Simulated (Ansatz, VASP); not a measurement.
## Two plane-wave programs on Te2Mo

INCAR

```
SYSTEM = Te2Mo
  ALGO = Normal
  EDIFF = 1E-6
  ENCUT = 520
  ISIF = 2
  ISMEAR = 0
  LASPH = .TRUE.
  LCHARG = .FALSE.
  LREAL = .FALSE.
  LWAVE = .FALSE.
  NBANDS = 20
  NELM = 60
  PREC = Accurate
  SIGMA = 0.02
```

The input KPOINTS:

```
k-points
0
G
  12 12 2
  0 0 0
```

POSCAR

```
Te2Mo
1.0
    3.3625515802      0.0000000000      0.0000000000
   -1.6812757901      2.9120550900      0.0000000000
    0.0000000000      0.0000000000     17.8352956048
Te Mo
2 1
Direct
    0.3333333333      0.6666666667      0.8969856804
    0.3333333333      0.6666666667      0.1030143196
    0.0000000000      0.0000000000      0.0000000000
```

Input for Ansatz:

```yaml
crystal:
  lattice:
    - [3.3625515802, 0.0, 0.0]
    - [-1.6812757901, 2.91205509, 0.0]
    - [0.0, 0.0, 17.8352956048]
  atoms:
    - { symbol: Te, position: [0.3333333333, 0.6666666667, 0.8969856804] }
    - { symbol: Te, position: [0.3333333333, 0.6666666667, 0.1030143196] }
    - { symbol: Mo, position: [0.0, 0.0, 0.0] }
basis:
  ecutwfc: 420
kpoints:
  mp_grid: { grid: [12, 12, 2] }
  band_path: { path: [VBM, CBM], npoints: 2 }
hamiltonian:
  xc: lda
scf:
  occupations: { method: gaussian, width: 0.02 }
output:
  forces: true
  stress: true
  eigenvalues: true
checkpoint:
  read: start.run
  write: ck
  compress: false
  write_wavefunctions: false
  write_every: 100000
```

Alike in both runs: task single point; functional LDA; k mesh 12 × 12 × 2; occupations gaussian, width 0.02 eV; no spin polarisation.

```csv
,VASP,Ansatz
version,VASP 6.6.1,Ansatz 0.2.0
potentials or method,"VASP PAW LDA potentials, release 64 (Te, Mo_sv), cutoff 520 eV","scalar-relativistic, plane waves, PAW"
valence electrons in the cell,26,46
```

VASP gave:

```
gap on the k mesh at the Fermi level (eV) : 1.05
least direct gap on the mesh (eV)         : 1.49
rms of the force components (eV/Å)        : 0.027
```

Question: Which values does Ansatz return?

Answer: gap on the k mesh at the Fermi level (eV): 1.05; least direct gap on the mesh (eV): 1.49; rms of the force components (eV/Å): 0.001.

LDA's correlation is that of Perdew and Zunger in VASP and of Perdew and Wang (1992) in Ansatz. Atom by atom the forces differ by 0.028 eV/Å (rms over components). VASP's potentials hold 26 valence electrons a cell and Ansatz's 46, so a difference there can come from the potentials and not from the codes.

Spin-orbit coupling is off throughout.
